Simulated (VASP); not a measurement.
## Ni: single point with PBEsol

Ni:

```
Ni
1.0
     0.00000    1.73757    1.73757
     1.73757    0.00000    1.73757
     1.73757    1.73757    0.00000
Ni
1
Direct
  0.00000 0.00000 0.00000
```

```
Program                : VASP 6.6.1
Task                   : single point
Functional             : PBEsol
Potentials or basis    : VASP PAW PBE potentials, release 64 (Ni)
Cutoff                 : 520 eV
k mesh                 : 11 × 11 × 11
Occupations            : fermi-dirac, width 0.05 eV
Spin                   : collinear spin, ferromagnetic start
Starting moments       : [1.2] μB
Fixed moment           : 1.2 μB
Dipole correction      : no
Further INCAR settings : ALGO = Normal; EDIFF = 1e-07; NBANDS = 15
```

- Pressure: 4.5 GPa
- Net moment: 1.20 μB per cell
- Site moments: Ni +1.17 μB
- Valence electrons inside the program's atomic spheres: Ni 9.36

It took 11 s on 1 thread of Intel Xeon 6975P-C, with other jobs on the host, peak memory 0.13 GiB.

Caveat: the PAW data sets were made with another functional, which shifts forces and pressure a little; the total moment is fixed, so each spin has its own Fermi level.
